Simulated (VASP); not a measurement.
A run of VASP 6.6.1 is set up as follows.

Contents of INCAR:

```
SYSTEM = BaTiO3
ALGO     = Normal         ! electronic algorithm
EDIFF    = 1E-6           ! SCF threshold, eV
ENCUT    = 520            ! plane-wave cutoff, eV
GGA      = PE             ! functional
ISIF     = 2              ! what is computed and relaxed
ISMEAR   = -1             ! smearing method
LASPH    = .TRUE.         ! aspherical terms in the spheres
LCHARG   = .TRUE.         ! write CHGCAR
LELF     = .TRUE.         ! ELF
LREAL    = .FALSE.        ! projectors in reciprocal space
LVHAR    = .TRUE.       
LWAVE    = .FALSE.        ! write WAVECAR
NBANDS   = 28             ! bands
NELM     = 80             ! most SCF steps
PREC     = Accurate       ! precision mode
SIGMA    = 0.02           ! smearing width, eV
```

Contents of KPOINTS:

```
k-points
0
G
  6 6 6
  0 0 0
```

The input POSCAR:

```
BaTiO3
1.0
    3.9720350479      0.0000000000      0.0000000000
    0.0000000000      3.9720350479      0.0000000000
    0.0000000000      0.0000000000      4.1130046760
Ba Ti O
1 1 3
Direct
    0.5000000000      0.5000000000      0.5850405723
    0.0000000000      0.0000000000      0.1031610767
    0.0000000000      0.5000000000      0.0629129848
    0.5000000000      0.0000000000      0.0629129848
    0.0000000000      0.0000000000      0.5459693716
```

Potentials or basis: VASP PAW PBE potentials, release 64 (Ba_sv, Ti_sv, O).

The run is started by

```console
$ cat potpaw_PBE.64/Ba_sv/POTCAR potpaw_PBE.64/Ti_sv/POTCAR potpaw_PBE.64/O/POTCAR > POTCAR
$ mpirun -np 1 vasp_std > vasp.out
```

(1) What does it give for the largest force?

(2) Estimate the pressure.

(3) Estimate the band gap on the k mesh.

Results:

(1) 0.202 eV/Å.

(2) 4.9 GPa.

(3) 1.81 eV, indirect (least direct gap 2.30 eV).

Caveat: spin-orbit coupling is left out, which moves the levels of the heavy elements.
